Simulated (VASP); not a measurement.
Input of a VASP 6.6.1 run:

File INCAR:

```
PREC     = Accurate       # precision mode
ENCUT    = 520            # plane-wave cutoff, eV
EDIFF    = 1E-6           # SCF threshold, eV
ISMEAR   = -1             # smearing method
SIGMA    = 0.05           # smearing width, eV
LREAL    = False          # projectors in reciprocal space
LASPH    = True           # aspherical terms in the spheres
NELM     = 100            # most SCF steps
ALGO     = Normal         # electronic algorithm
ISIF     = 2              # what is computed and relaxed
LWAVE    = False          # write WAVECAR
LCHARG   = True           # write CHGCAR
GGA      = CA             # functional
LELF     = True           # ELF
LVHAR    = True         
NBANDS   = 12             # bands
```

The input KPOINTS:

```
Automatic mesh
0
Gamma
  13 13 13
```

The input POSCAR:

```
Y
1.0
    0.0000000000      2.4514148019      2.4514148019
    2.4514148019      0.0000000000      2.4514148019
    2.4514148019      2.4514148019      0.0000000000
Y
1
Direct
    0.0000000000      0.0000000000      0.0000000000
```

Potentials or basis: VASP PAW LDA potentials, release 64 (Y_sv).

Command:

```sh
$ cat potpaw_LDA.64/Y_sv/POTCAR > POTCAR
$ mpirun -np 1 vasp_std > vasp.out
```

Q: Estimate the pressure.

A: -0.2 GPa.
